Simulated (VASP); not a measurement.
Wanted: the native input for a VASP 6.6.1 run.

```
Task                   : single point
Functional             : PBE
Dispersion             : D3(BJ)
Potentials or basis    : VASP PAW PBE potentials, release 64 (Se, W_sv)
Cutoff                 : 520 eV
k mesh                 : 9 × 9 × 1
Occupations            : gaussian, width 0.02 eV
Spin                   : no spin polarisation
Dipole correction      : yes
Further INCAR settings : ALGO = Normal; EDIFF = 1e-06; NBANDS = 20
```

The structure of WSe2 lies in POSCAR:

```
WSe2
1.0
    3.1980000000      0.0000000000      0.0000000000
   -1.5990000000      2.7695492413      0.0000000000
    0.0000000000      0.0000000000     32.7373831004
Se W
2 1
Direct
    0.3333333333      0.6666666667      0.4485450625
    0.3333333333      0.6666666667      0.5514549375
    0.6666666667      0.3333333333      0.5000000000
```

One way to write it, as run:

INCAR

```
SYSTEM = WSe2
PREC = Accurate ; ENCUT = 520
EDIFF = 1E-6 ; ISMEAR = 0
SIGMA = 0.02 ; LREAL = .False.
LASPH = .True. ; NELM = 80
ALGO = Normal ; ISIF = 2
LWAVE = .False. ; LCHARG = .True.
LDIPOL = .True. ; IDIPOL = 3
DIPOL = 0.5 0.5 0.500 ; GGA = PE
IVDW = 12 ; LELF = .True.
LVHAR = .True. ; LVACPOTAV = .True.
NBANDS = 20
```

KPOINTS

```
Automatic mesh
0
Gamma
  9 9 1
  0 0 0
```

Potentials or basis: VASP PAW PBE potentials, release 64 (Se, W_sv).

Command:

```console
$ cat potpaw_PBE.64/Se/POTCAR potpaw_PBE.64/W_sv/POTCAR > POTCAR
$ mpirun -np 1 vasp_std > vasp.out
```

It gave:

The largest force is 0.684 eV/Å and the band gap on the k mesh is 1.71 eV, indirect (least direct gap 1.98 eV). The dispersion energy per atom is -0.357 eV.

Caveat: spin-orbit coupling is left out, which moves the levels of the heavy elements.

Wall time 72 s on 1 thread of AMD EPYC 9R45 96-Core Processor (Zen 5) (shared host), peak memory 0.38 GiB.
